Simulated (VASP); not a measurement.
# BN (P6_3mc) in VASP: a series of runs, part 3 of 3

VASP 6.6.1.

## (5) Single point, PBEsol (strain +0.040 along x and y, -0.080 along z)

File INCAR:

```
  PREC = Accurate
  ENCUT = 520
  EDIFF = 1E-6
  ISMEAR = 0
  SIGMA = 0.05
  LREAL = False
  LASPH = True
  NELM = 100
  ALGO = Normal
  ISIF = 2
  LWAVE = False
  LCHARG = True
  GGA = PS
  LELF = True
  LVHAR = True
  NBANDS = 16
```

File KPOINTS:

```
Automatic mesh
0
Gamma
  12 12 6
```

File POSCAR:

```
BN
1.0
    2.6560971858      0.0000000000      0.0000000000
   -1.3280485929      2.3002476378      0.0000000000
    0.0000000000      0.0000000000      3.8887066000
B N
2 2
Direct
    0.6666666667      0.3333333333      0.9997240000
    0.3333333333      0.6666666667      0.4997240000
    0.6666666667      0.3333333333      0.6252760000
    0.3333333333      0.6666666667      0.1252760000
```

Potentials or basis: VASP PAW PBE potentials, release 64 (B, N).

Launch:

```bash
cat potpaw_PBE.64/B/POTCAR potpaw_PBE.64/N/POTCAR > POTCAR
mpirun -np 1 vasp_std > vasp.out
```

OUTCAR:

```text
PREC = Accurate
   ENCUT = 520
   EDIFF = 1E-6
   ISMEAR = 0
   LREAL = False
   LASPH = True
   NELM = 100
   ISIF = 2
   GGA = PS

 ion  position               nearest neighbor table
   1  0.667  0.333  1.000-   3 1.46   4 1.61   4 1.61   4 1.61
   2  0.333  0.667  0.500-   4 1.46   3 1.61   3 1.61   3 1.61
   3  0.667  0.333  0.625-   1 1.46   2 1.61   2 1.61   2 1.61
   4  0.333  0.667  0.125-   2 1.46   1 1.61   1 1.61   1 1.61

  LATTYP: Found a hexagonal cell.
 ALAT       =     2.6560971858
 C/A-ratio  =     1.4640678891

  Lattice vectors:

 A1 = (   2.6560971858,   0.0000000000,   0.0000000000)
 A2 = (  -1.3280485929,   2.3002476378,   0.0000000000)
 A3 = (   0.0000000000,   0.0000000000,   3.8887066000)

Analysis of symmetry for initial positions (statically):
=====================================================================
 Subroutine PRICEL returns:
 Original cell was already a primitive cell.

 Routine SETGRP: Setting up the symmetry group for a
 hexagonal supercell.

 Subroutine GETGRP returns: Found 12 space group operations
 (whereof  6 operations were pure point group operations)
 out of a pool of 24 trial point group operations.

The static configuration has the point symmetry C_3v.
 The point group associated with its full space group is C_6v.

Analysis of symmetry for dynamics (positions and initial velocities):
=====================================================================
 Subroutine PRICEL returns:
 Original cell was already a primitive cell.

 Routine SETGRP: Setting up the symmetry group for a
 hexagonal supercell.

 Subroutine GETGRP returns: Found 12 space group operations
 (whereof  6 operations were pure point group operations)
 out of a pool of 24 trial point group operations.

The dynamic configuration has the point symmetry C_3v.
 The point group associated with its full space group is C_6v.

 Subroutine INISYM returns: Found 12 space group operations
 (whereof  6 operations are pure point group operations),
 and found     1 'primitive' translations

----------------------------------------------------------------------------------------

                                     Primitive cell

  volume of cell :      23.7588

  direct lattice vectors                    reciprocal lattice vectors
     2.656097186  0.000000000  0.000000000     0.376492248  0.217367901  0.000000000
    -1.328048593  2.300247638  0.000000000     0.000000000  0.434735801  0.000000000
     0.000000000  0.000000000  3.888706600     0.000000000  0.000000000  0.257154911

  length of vectors
     2.656097186  2.656097186  3.888706600     0.434735801  0.434735801  0.257154911

  position of ions in fractional coordinates (direct lattice)
     0.666666667  0.333333333  0.999724000
     0.333333333  0.666666667  0.499724000
     0.666666667  0.333333333  0.625276000
     0.333333333  0.666666667  0.125276000

  ion indices of the primitive-cell ions
   primitive index   ion index
                 1           1
                 2           2
                 3           3
                 4           4

----------------------------------------------------------------------------------------

[... 26 lines left out ...]
  0.000000  0.000000  0.000000      1.000000
  0.083333  0.000000  0.000000      6.000000
  0.166667  0.000000  0.000000      6.000000
  0.250000  0.000000  0.000000      6.000000
  0.333333  0.000000  0.000000      6.000000
  0.416667  0.000000  0.000000      6.000000
[... 16 lines left out ...]
  0.250000  0.000000  0.166667     12.000000
  0.333333  0.000000  0.166667     12.000000
 [... further k-points ...]
   k-points           NKPTS =     76   k-points in BZ     NKDIM =     76   number of bands    NBANDS=     16
   number of dos      NEDOS =    301   number of ions     NIONS =      4
   total plane-waves  NPLWV =  12000
   dimension x,y,z NGX =    20 NGY =   20 NGZ =   30
   dimension x,y,z NGXF=    40 NGYF=   40 NGZF=   60
   ions per type =               2   2
   NGX,Y,Z   is equivalent  to a cutoff of  12.52, 12.52, 12.83 a.u.
   NGXF,Y,Z  is equivalent  to a cutoff of  25.04, 25.04, 25.65 a.u.
 SYSTEM =  unknown system
   PREC   = accura    normal or accurate (medium, high low for compatibility)
   ISTART =      0    job   : 0-new  1-cont  2-samecut
   ICHARG =      2    charge: 1-file 2-atom 10-const
   ISPIN  =      1    spin polarized calculation?
   LNONCOLLINEAR =      F non collinear calculations
   LSORBIT =      F    spin-orbit coupling
   LASPH  =      T    aspherical Exc in radial PAW
   ENCUT  =  520.0 eV  38.22 Ry    6.18 a.u.   4.94  4.94  7.23*2*pi/ulx,y,z
   NELM   =    100;   NELMIN=  2; NELMDL= -5     # of ELM steps
   EDIFF  = 0.1E-05   stopping-criterion for ELM
   LREAL  =      F    real-space projection
   EDIFFG = 0.1E-04   stopping-criterion for IOM
   NSW    =      0    number of steps for IOM
   IBRION =     -1    ionic relax: 0-MD 1-quasi-New 2-CG
   NFREE  =      0    steps in history (QN), initial steepest desc. (CG)
   ISIF   =      2    stress and relaxation
   ISYM   =      2    0-nonsym 1-usesym 2-fastsym
   POTIM  = 0.5000    time-step for ionic-motion
   TEBEG  =    0.0;   TEEND  =   0.0 temperature during run
   PSTRESS=    0.0 pullay stress
   NELECT =      16.0000    total number of electrons
   NUPDOWN=      -1.0000    fix difference up-down
   EMIN   =  10.00;   EMAX   =-10.00  energy-range for DOS
   EFERMI =   0.00;   METHOD = LEGACY
   ISMEAR =     0;   SIGMA  =   0.05  broadening in eV -4-tet -1-fermi 0-gaus
   EFERMI_NEDOS =   21; number of points for ismear=-14 and -15
   IALGO  =     38    algorithm
   IMIX   =      4    mixing-type and parameters
     AMIX     =   0.40;   BMIX     =  1.00
     AMIX_MAG =   1.60;   BMIX_MAG =  1.00
  volume/ion in A,a.u.               =       5.94        40.08
  Fermi-wavevector in a.u.,A,eV,Ry     =   1.434961  2.711684 28.015954  2.059114
  Thomas-Fermi vector in A             =   2.554312
   LORBIT       =      0    0 simple, 1 ext, 2 COOP (PROOUT), +10 PAW based schemes
   GGA     = PS    functional components
   LHFCALC =     F    Hartree Fock is set to
   AEXX    =    0.0000 exact exchange contribution
   IVDW    =     0    specifies the selected vdW correction
   LEPSILON=     F    determine dielectric tensor
   LRPA    =     F    only Hartree local field effects (RPA)
 non-spin polarized calculation
 Gauss-broadening in eV      SIGMA  =   0.05
  energy-cutoff  :      520.00
  volume of cell :       23.76
 maximum number of plane-waves:       657
 NGX is ok and might be reduce to    20
   NGX =  9   NGY =  9   NGZ = 15

 number of electron      16.0000000 magnetization

 Free energy of the ion-electron system (eV)
  ---------------------------------------------------
  ext. energy  EPLUGINS =         0.00000000
  ---------------------------------------------------
  free energy    TOTEN  =       -35.88113556 eV

  energy without entropy =      -35.88113556  energy(sigma->0) =      -35.88113556

 E-fermi :   7.7327     XC(G=0): -12.9587

 val. band max:        7.4574783610   @ k =   0.0000   0.0000   0.0000
 cond. band min:      12.6921977655   @ k =   0.5000   0.0000   0.0000
 fundamental gap:      5.2347194045
 Fermi energy:         7.7326595008

 k-point     1 :       0.0000    0.0000    0.0000
  band No.  band energies     occupation
      1     -12.9637      2.00000
      2      -7.7351      2.00000
      3      -3.1086      2.00000
      4       4.3209      2.00000
      5       4.3209      2.00000
      6       7.1225      2.00000
[... 433 lines left out ...]
      3      -1.7015      2.00000
      4       0.4646      2.00000
      5       1.7666      2.00000
      6       2.3882      2.00000
[... 8 lines left out ...]
     15      23.1189      0.00000
     16      24.1302      0.00000

 [... further k-points ...]

------------------------ aborting loop because EDIFF is reached ----------------------------------------

  FORCE on cell =-STRESS in cart. coord.  units (eV):
  Direction    XX          YY          ZZ          XY          YZ          ZX
  --------------------------------------------------------------------------------------
  -------------------------------------------------------------------------------------
  Total       -5.4979949     -5.4979949     13.2093267      0.0000000      0.0000000     -0.0000000
  in kB     -370.7585580   -370.7585580    890.7740017      0.0000000      0.0000000     -0.0000000
  external PRESSURE =      49.7522952 kB  Pullay stress =       0.0000000 kB

 VOLUME and BASIS-vectors are now :
 -----------------------------------------------------------------------------
  energy-cutoff  :      520.00
  volume of cell :       23.76
      direct lattice vectors                 reciprocal lattice vectors
     2.656097186  0.000000000  0.000000000     0.376492248  0.217367901  0.000000000
    -1.328048593  2.300247638  0.000000000     0.000000000  0.434735801  0.000000000
     0.000000000  0.000000000  3.888706600     0.000000000  0.000000000  0.257154911

 POSITION                                       TOTAL-FORCE (eV/Angst)
 -----------------------------------------------------------------------------------
      1.32805      0.76675      3.88763         0.000000      0.000000      0.996212
     -0.00000      1.53350      1.94328         0.000000      0.000000      0.996212
      1.32805      0.76675      2.43151         0.000000     -0.000000     -0.996212
     -0.00000      1.53350      0.48716        -0.000000      0.000000     -0.996212
 -----------------------------------------------------------------------------------
    total drift:                               -0.000000     -0.000000     -0.001180

  FREE ENERGIE OF THE ION-ELECTRON SYSTEM (eV)
  ---------------------------------------------------
  free  energy   TOTEN  =       -35.8811355585 eV

  energy  without entropy=      -35.8811355585  energy(sigma->0) =      -35.88113556
```

Run time: 38 s. Hardware: 1 thread of AMD EPYC 7R43 (Zen 3), shared host; peak memory 0.1 GiB.

What came out:

```yaml
Free_energy: -35.8811 eV
Pressure: 5.0 GPa
Largest_force: 0.996 eV/Å
Band_gap_on_the_k_mesh: 5.23 eV, indirect (least direct gap 6.80 eV)
```

Forces in eV/Å, atoms in the order of the input:
```
B    0.000  0.000  0.996
B    0.000  0.000  0.996
N    0.000  0.000 -0.996
N    0.000  0.000 -0.996
```

Caveat: the cell differs from its parent crystal (strain +0.040 along x and y, -0.080 along z); the PAW data sets were made with another functional, which shifts forces and pressure a little. A k mesh can miss the band edges.

## (6) Single point, PBEsol (strain +0.000 along x and y, +0.040 along z)

File INCAR:

```
PREC = Accurate ; ENCUT = 520
EDIFF = 1E-6 ; ISMEAR = 0
SIGMA = 0.05 ; LREAL = False
LASPH = True ; NELM = 60
ALGO = Normal ; ISIF = 2
LWAVE = False ; LCHARG = False
GGA = PS ; NBANDS = 16
```

File KPOINTS:

```
regular mesh
0
Gamma
  12 12 6
```

File POSCAR:

```
BN
1.0
    2.5539396017      0.0000000000      0.0000000000
   -1.2769698009      2.2117765748      0.0000000000
    0.0000000000      0.0000000000      4.3959292000
B N
2 2
Direct
    0.6666666667      0.3333333333      0.9997240000
    0.3333333333      0.6666666667      0.4997240000
    0.6666666667      0.3333333333      0.6252760000
    0.3333333333      0.6666666667      0.1252760000
```

Potentials or basis: VASP PAW PBE potentials, release 64 (B, N).

Launch:

```bash
cat potpaw_PBE.64/B/POTCAR potpaw_PBE.64/N/POTCAR > POTCAR
mpirun -np 1 vasp_std > vasp.out
```

It took 45 s on 1 thread of AMD EPYC 7R43 (Zen 3), shared host; peak memory 0.11 GiB.

It converged, with:

```
Free energy            : -36.4792 eV
Pressure               : -18.1 GPa
Largest force          : 0.143 eV/Å
Band gap on the k mesh : 4.89 eV, indirect (least direct gap 6.95 eV)
```

Forces in eV/Å, atoms in the order of the input:
```
B    0.000  0.000  0.143
B    0.000  0.000  0.143
N    0.000  0.000 -0.143
N    0.000  0.000 -0.143
```

Stress tensor (GPa, compression positive):
```
 -6.96   0.00   0.00
  0.00  -6.96   0.00
  0.00   0.00 -40.53
```

Levels at points of the mesh, in eV from the valence-band top:
```csv
k point,band 6,band 7,band 8,band 9,band 10,band 11
"(0.00, 0.00, 0.00)",-0.43,0.00,0.00,6.95,8.45,8.45
"(0.50, 0.00, 0.00)",-4.58,-4.18,-2.17,6.73,7.37,10.50
"(0.00, 0.00, 0.50)",-0.97,-0.97,-0.97,9.46,9.46,9.82
"(0.50, 0.00, 0.50)",-3.63,-3.54,-3.54,6.06,6.06,9.45
```

Caveat: the cell differs from its parent crystal (strain +0.000 along x and y, +0.040 along z); the PAW data sets were made with another functional, which shifts forces and pressure a little. A k mesh can miss the band edges.

## (7) Overview

| level | cell | gap on the mesh (eV) | pressure (GPa) | largest force (eV/Å) |
| --- | --- | --- | --- | --- |
| PBEsol | a = 2.452, b = 2.452, c = 4.396 Å, angles 90.0, 90.0, 120.0°, 4 atoms | 4.57 | 14.5 | - |
| RPBE | a = 2.554, b = 2.554, c = 4.058 Å, angles 90.0, 90.0, 120.0°, 4 atoms | 5.35 | 23.8 | 0.20 |
| PBEsol | a = 2.452, b = 2.452, c = 4.565 Å, angles 90.0, 90.0, 120.0°, 4 atoms | 4.48 | 2.6 | 0.44 |
| PBEsol | a = 2.656, b = 2.656, c = 3.889 Å, angles 90.0, 90.0, 120.0°, 4 atoms | 5.23 | 5.0 | 1.00 |
| PBEsol | a = 2.554, b = 2.554, c = 4.396 Å, angles 90.0, 90.0, 120.0°, 4 atoms | 4.89 | -18.1 | 0.14 |

Alike in all rows: task single point; potentials or basis VASP PAW PBE potentials, release 64 (B, N); no spin polarisation; k mesh 12 × 12 × 6; cutoff (eV) 520; smearing gaussian 0.05 eV.

Caveats: the PAW data sets were made with another functional, which shifts forces and pressure a little.

Absolute energies hang on the potentials; compare differences alone.
